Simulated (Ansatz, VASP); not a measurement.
**PtS2 in VASP and in Ansatz**

```
Pt S
1.0
     3.69610    0.00000    0.00000
    -1.84805    3.20091    0.00000
     0.00000    0.00000    5.59663
Pt S
1 2
Direct
  0.00000 0.00000 0.00000
  0.33333 0.66667 0.20750
  0.66667 0.33333 0.79250
```

Alike in both runs: functional PBE; k mesh 12 × 12 × 6; occupations gaussian, width 0.05 eV; no spin polarisation.

Ansatz relaxed the structure, and its values are those at the end. VASP's run is a single point on that final structure, the one shown.

|  | VASP | Ansatz |
| --- | --- | --- |
| version | VASP 6.6.1 | Ansatz 0.2.0 |
| potentials or method | VASP PAW PBE potentials, release 64 (Pt, S), cutoff 520 eV | scalar-relativistic, plane waves, PAW |
| valence electrons in the cell | 22 | 30 |

Ansatz gave:

```
gap on the k mesh at the Fermi level (eV) : 0.97
least direct gap on the mesh (eV)         : 1.10
pressure (GPa)                            : -3.7
rms of the force components (eV/Å)        : 0.000
```

**Question.** Which values does VASP return?

**Answer.** gap on the k mesh at the Fermi level (eV): 0.97; least direct gap on the mesh (eV): 1.10; pressure (GPa): -4.0; rms of the force components (eV/Å): 0.015.

VASP's potentials hold 22 valence electrons a cell and Ansatz's 30, so a difference there can come from the potentials and not from the codes. Ansatz's warnings: stress scf threshold loose.

Spin-orbit coupling is off throughout.
